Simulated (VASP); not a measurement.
Runs of VASP 6.6.1 on K. The structure is that of space group R-3m (No. 166), or close to it. The cells are those of the table. 

```csv
cell,further INCAR settings,gap on the mesh (eV),pressure (GPa)
"a = 5.470 Å, angles 117.0°, 1 atom",ALGO = Fast; EDIFF = 1e-06; NBANDS = 10,none,1.7
"a = 4.179 Å, angles 95.9°, 1 atom",ALGO = Fast; EDIFF = 1e-06; NBANDS = 10,none,0.3
"a = 5.182 Å, angles 115.8°, 1 atom",ALGO = Fast; EDIFF = 1e-06; NBANDS = 10,none,(a)
"a = 4.941 Å, angles 114.3°, 1 atom",ALGO = Fast; EDIFF = 1e-07; NBANDS = 10,none,0.3
"a = 4.260 Å, angles 101.6°, 1 atom",ALGO = Fast; EDIFF = 1e-06; NBANDS = 10,none,0.2
"a = 4.713 Å, angles 112.1°, 1 atom",ALGO = Fast; EDIFF = 1e-06; NBANDS = 10,none,0.1
"a = 4.370 Å, angles 105.7°, 1 atom",ALGO = Fast; EDIFF = 1e-06; NBANDS = 10,none,0.1
"a = 4.460 Å, angles 108.0°, 1 atom",ALGO = Fast; EDIFF = 1e-06; NBANDS = 10,none,0.1
"a = 4.611 Å, angles 110.7°, 1 atom",ALGO = Fast; EDIFF = 1e-06; NBANDS = 10,none,0.1
```

Alike in all rows: task single point; level PBE; potentials or basis VASP PAW PBE potentials, release 64 (K_sv); no spin polarisation; k mesh 14 × 14 × 14; cutoff (eV) 520; smearing gaussian 0.15 eV.

Task: Estimate the missing entries.

Result: (a) 0.8.

A gap of «none» marks levels without a gap at the run's occupations.
